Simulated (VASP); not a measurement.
# PtSe2 (P-3m1) in VASP: settings compared, part 2 of 2

VASP 6.6.1. The steps go on from the part before.

**3. Single point, PBE-based screened hybrid with 50 % exact exchange**

POSCAR reads:

```
PtSe2
1.0
    3.7240000000      0.0000000000      0.0000000000
   -1.8620000000      3.2250786037      0.0000000000
    0.0000000000      0.0000000000      5.0620000000
Pt Se
1 2
Direct
    0.0000000000      0.0000000000      0.0000000000
    0.6666666667      0.3333333333      0.7500000000
    0.3333333333      0.6666666667      0.2500000000
```

INCAR.step1 reads:

```
ALGO     = Normal         # electronic algorithm
EDIFF    = 1E-5           # SCF threshold, eV
ENCUT    = 520            # plane-wave cutoff, eV
GGA      = PE             # functional
ISIF     = 2              # what is computed and relaxed
ISMEAR   = -1             # smearing method
LASPH    = T              # aspherical terms in the spheres
LCHARG   = F              # write CHGCAR
LREAL    = F              # projectors in reciprocal space
LWAVE    = T              # write WAVECAR
NBANDS   = 18             # bands
NELM     = 80             # most SCF steps
PREC     = Accurate       # precision mode
SIGMA    = 0.05           # smearing width, eV
```

INCAR.step2 reads:

```
AEXX     = 0.5            # exact-exchange fraction
ALGO     = Normal         # electronic algorithm
EDIFF    = 1E-6           # SCF threshold, eV
ENCUT    = 520            # plane-wave cutoff, eV
GGA      = PE             # functional
HFSCREEN = 0.2078699      # screening, 1/A
ISIF     = 2              # what is computed and relaxed
ISMEAR   = -1             # smearing method
ISTART   = 1            
LASPH    = T              # aspherical terms in the spheres
LCHARG   = F              # write CHGCAR
LHFCALC  = T              # exact exchange
LREAL    = F              # projectors in reciprocal space
LWAVE    = F              # write WAVECAR
NBANDS   = 18             # bands
NELM     = 80             # most SCF steps
PREC     = Accurate       # precision mode
PRECFOCK = Normal       
SIGMA    = 0.05           # smearing width, eV
```

KPOINTS reads:

```
k-points
0
Gamma
  5 5 3
```

Potentials or basis: VASP PAW PBE potentials, release 64 (Pt, Se).

Run with:

```console
cat potpaw_PBE.64/Pt/POTCAR potpaw_PBE.64/Se/POTCAR > POTCAR
cp INCAR.step1 INCAR
mpirun -np 1 vasp_std > vasp.out
cp INCAR.step2 INCAR
mpirun -np 1 vasp_std > vasp.out
```

OUTCAR:

```text
AEXX = 0.5
   EDIFF = 1E-6
   ENCUT = 520
   GGA = PE
   HFSCREEN = 0.2078699
   ISIF = 2
   ISMEAR = -1
   ISTART = 1
   LASPH = T
   LHFCALC = T
   LREAL = F
   NELM = 80
   PREC = Accurate
   PRECFOCK = Normal

 ion  position               nearest neighbor table
   1  0.000  0.000  0.000-   2 2.49   3 2.49   2 2.49   3 2.49   2 2.49   3 2.49
   2  0.667  0.333  0.750-   1 2.49   1 2.49   1 2.49
   3  0.333  0.667  0.250-   1 2.49   1 2.49   1 2.49
[... 442 lines left out ...]

  FORCE on cell =-STRESS in cart. coord.  units (eV):
  Direction    XX          YY          ZZ          XY          YZ          ZX
  --------------------------------------------------------------------------------------
  -------------------------------------------------------------------------------------
  Total       -1.1870010     -1.1870010     -0.0143443      0.0000000      0.0000000     -0.0000000
  in kB      -31.2816435    -31.2816435     -0.3780234      0.0000000      0.0000000     -0.0000000
  external PRESSURE =     -20.9804368 kB  Pullay stress =       0.0000000 kB

 VOLUME and BASIS-vectors are now :
 -----------------------------------------------------------------------------
  energy-cutoff  :      520.00
  volume of cell :       60.80
      direct lattice vectors                 reciprocal lattice vectors
     3.724000000  0.000000000  0.000000000     0.268528464  0.155034981  0.000000000
    -1.862000000  3.225078604  0.000000000     0.000000000  0.310069962  0.000000000
     0.000000000  0.000000000  5.062000000     0.000000000  0.000000000  0.197550375

 POSITION                                       TOTAL-FORCE (eV/Angst)
 -----------------------------------------------------------------------------------
      0.00000      0.00000      0.00000        -0.000000      0.000000      0.000000
      1.86200      1.07503      3.79650         0.000000      0.000000      0.403517
     -0.00000      2.15005      1.26550         0.000000     -0.000000     -0.403517
 -----------------------------------------------------------------------------------
    total drift:                               -0.000000     -0.000000      0.000000

  FREE ENERGIE OF THE ION-ELECTRON SYSTEM (eV)
  ---------------------------------------------------
  free  energy   TOTEN  =       -20.4264037766 eV

  energy  without entropy=      -20.4263350300  energy(sigma->0) =      -20.42636940
```

OUTCAR.step1:

```text
EDIFF = 1E-5
   ENCUT = 520
   GGA = PE
   ISIF = 2
[... 464 lines left out ...]
      0.00000      0.00000      0.00000        -0.000000      0.000000     -0.000000
      1.86200      1.07503      3.79650        -0.000000      0.000000     -0.521089
     -0.00000      2.15005      1.26550         0.000000      0.000000      0.521089
 -----------------------------------------------------------------------------------
    total drift:                               -0.000000     -0.000000     -0.000000

  FREE ENERGIE OF THE ION-ELECTRON SYSTEM (eV)
  ---------------------------------------------------
  free  energy   TOTEN  =       -14.2102693307 eV

  energy  without entropy=      -14.2060788753  energy(sigma->0) =      -14.20817410
```

Wall time 49 min (1 thread of Intel Xeon Platinum 8259CL at 2.50GHz (Skylake/Cascade Lake), shared host); peak memory 0.29 GiB.

Results:

```
Free energy            : -20.4264 eV
Pressure               : -2.1 GPa
Largest force          : 0.404 eV/Å
Band gap on the k mesh : 0.68 eV (least direct gap 1.82 eV)
```

Forces in eV/Å, atoms in the order of the input:
```
Pt   0.000  0.000  0.000
Se   0.000  0.000  0.404
Se   0.000  0.000 -0.404
```

Caveat: the PAW data sets were made with another functional, which shifts forces and pressure a little; spin-orbit coupling is left out, which moves the levels of the heavy elements.

**4. Single point, PBE-based screened hybrid with 25 % exact exchange**

POSCAR is that of step 3.

INCAR.step1 reads:

```
ALGO     = Normal         # electronic algorithm
EDIFF    = 1E-5           # SCF threshold, eV
ENCUT    = 520            # plane-wave cutoff, eV
GGA      = PE             # functional
ISIF     = 2              # what is computed and relaxed
ISMEAR   = -1             # smearing method
LASPH    = True           # aspherical terms in the spheres
LREAL    = False          # projectors in reciprocal space
LWAVE    = True           # write WAVECAR
NBANDS   = 18             # bands
NELM     = 60             # most SCF steps
PREC     = Accurate       # precision mode
SIGMA    = 0.05           # smearing width, eV
```

INCAR.step2 reads:

```
AEXX     = 0.25           # exact-exchange fraction
ALGO     = Normal         # electronic algorithm
EDIFF    = 1E-6           # SCF threshold, eV
ENCUT    = 520            # plane-wave cutoff, eV
GGA      = PE             # functional
HFSCREEN = 0.2            # screening, 1/A
ISIF     = 2              # what is computed and relaxed
ISMEAR   = -1             # smearing method
ISTART   = 1            
LASPH    = True           # aspherical terms in the spheres
LCHARG   = True           # write CHGCAR
LELF     = True           # ELF
LHFCALC  = True           # exact exchange
LREAL    = False          # projectors in reciprocal space
LVHAR    = True         
LWAVE    = False          # write WAVECAR
NBANDS   = 18             # bands
NELM     = 60             # most SCF steps
PREC     = Accurate       # precision mode
PRECFOCK = Normal       
SIGMA    = 0.05           # smearing width, eV
```

KPOINTS reads:

```
k-points
0
Gamma
  4 4 3
```

Run with:

```console
cat potpaw_PBE.64/Pt/POTCAR potpaw_PBE.64/Se/POTCAR > POTCAR
cp INCAR.step1 INCAR
mpirun -np 1 vasp_std > vasp.out
cp INCAR.step2 INCAR
mpirun -np 1 vasp_std > vasp.out
```

It took 13 min on 1 thread of Intel Xeon Platinum 8375C at 2.90GHz (Ice Lake), shared host; peak memory 0.29 GiB.

It converged, with:

```yaml
Free_energy: -17.2830 eV
Pressure: 2.2 GPa
Largest_force: 0.056 eV/Å
Band_gap_on_the_k_mesh: zero (bands 11 and 12 overlap by 0.14 eV)
```

Forces in eV/Å, atoms in the order of the input:
```
Pt   0.000  0.000  0.000
Se   0.000  0.000 -0.056
Se   0.000  0.000  0.056
```

Stress tensor (GPa, compression positive):
```
2.52 0.00 0.00
0.00 2.52 0.00
0.00 0.00 1.71
```

Levels at points of the mesh, in eV from the Fermi level:
```tsv
k point	band 8	band 9	band 10	band 11	band 12	band 13	band 14	band 15
(0.00, 0.00, 0.00)	-3.67	-1.58	-1.58	0.23	1.54	1.54	3.85	4.76
(0.50, 0.00, 0.00)	-4.69	-4.48	-4.32	-3.83	0.78	2.61	5.19	6.25
```

Caveat: the k points lie up to 0.49 Å⁻¹ apart; the PAW data sets were made with another functional, which shifts forces and pressure a little; spin-orbit coupling is left out, which moves the levels of the heavy elements.

**5. Single point, PBE-based screened hybrid with 30 % exact exchange**

POSCAR is that of step 4.

INCAR.step1 reads:

```
ALGO = Normal
EDIFF = 1E-5
ENCUT = 520
GGA = PE
ISIF = 2
ISMEAR = -1
LASPH = T
LCHARG = F
LREAL = F
LWAVE = T
NBANDS = 18
NELM = 80
PREC = Accurate
SIGMA = 0.05
```

INCAR.step2 reads:

```
AEXX = 0.3
ALGO = Normal
EDIFF = 1E-6
ENCUT = 520
GGA = PE
HFSCREEN = 0.2
ISIF = 2
ISMEAR = -1
ISTART = 1
LASPH = T
LCHARG = F
LHFCALC = T
LREAL = F
LWAVE = F
NBANDS = 18
NELM = 80
PREC = Accurate
PRECFOCK = Normal
SIGMA = 0.05
```

KPOINTS is that of step 4.

Run with:

```console
cat potpaw_PBE.64/Pt/POTCAR potpaw_PBE.64/Se/POTCAR > POTCAR
cp INCAR.step1 INCAR
mpirun -np 1 vasp_std > vasp.out
cp INCAR.step2 INCAR
mpirun -np 1 vasp_std > vasp.out
```

Wall time 13 min (1 thread of Intel Xeon Platinum 8375C at 2.90GHz (Ice Lake), shared host); peak memory 0.29 GiB.

Results (log left out):

- Free energy: -17.9165 eV
- Pressure: 1.3 GPa
- Largest force: 0.031 eV/Å
- Band gap on the k mesh: zero (bands 11 and 12 overlap by 0.10 eV)

Forces on the atoms (eV/Å):
```
Pt   0.000  0.000  0.000
Se   0.000  0.000  0.031
Se   0.000  0.000 -0.031
```

Stress tensor (GPa, compression positive):
```
1.40 0.00 0.00
0.00 1.40 0.00
0.00 0.00 1.19
```

Levels at points of the mesh, in eV from the Fermi level:
| k point | band 9 | band 10 | band 11 | band 12 | band 13 | band 14 |
| --- | --- | --- | --- | --- | --- | --- |
| (0.00, 0.00, 0.00) | -1.68 | -1.68 | 0.18 | 1.56 | 1.56 | 3.90 |
| (0.50, 0.00, 0.00) | -4.64 | -4.48 | -4.01 | 0.81 | 2.67 | 5.27 |

Caveat: the k points lie up to 0.49 Å⁻¹ apart; the PAW data sets were made with another functional, which shifts forces and pressure a little; spin-orbit coupling is left out, which moves the levels of the heavy elements.

**6. The runs side by side**

```tsv
level	k mesh	share of exact exchange	screening parameter	gap on the mesh (eV)	pressure (GPa)	largest force (eV/Å)
PBEsol-based screened hybrid with 25 % exact exchange	4 × 4 × 3	0.25	0.207 1/Å	none	-0.9	0.08
PBE-based screened hybrid with 50 % exact exchange	5 × 5 × 3	0.5	0.20787 1/Å	0.68	-2.1	0.40
PBE-based screened hybrid with 25 % exact exchange	4 × 4 × 3	0.25	0.2 1/Å	none	2.2	0.06
PBE-based screened hybrid with 30 % exact exchange	4 × 4 × 3	0.3	0.2 1/Å	none	1.3	0.03
```

Alike in all rows: task single point; potentials or basis VASP PAW PBE potentials, release 64 (Pt, Se); no spin polarisation; cell as given; cutoff (eV) 520; smearing fermi-dirac 0.05 eV.

Caveats: some runs use coarse meshes; the PAW data sets were made with another functional, which shifts forces and pressure a little; spin-orbit coupling is left out, which moves the levels of the heavy elements.

Total energies depend on the potentials used, so only differences within one code and one set of settings carry meaning.
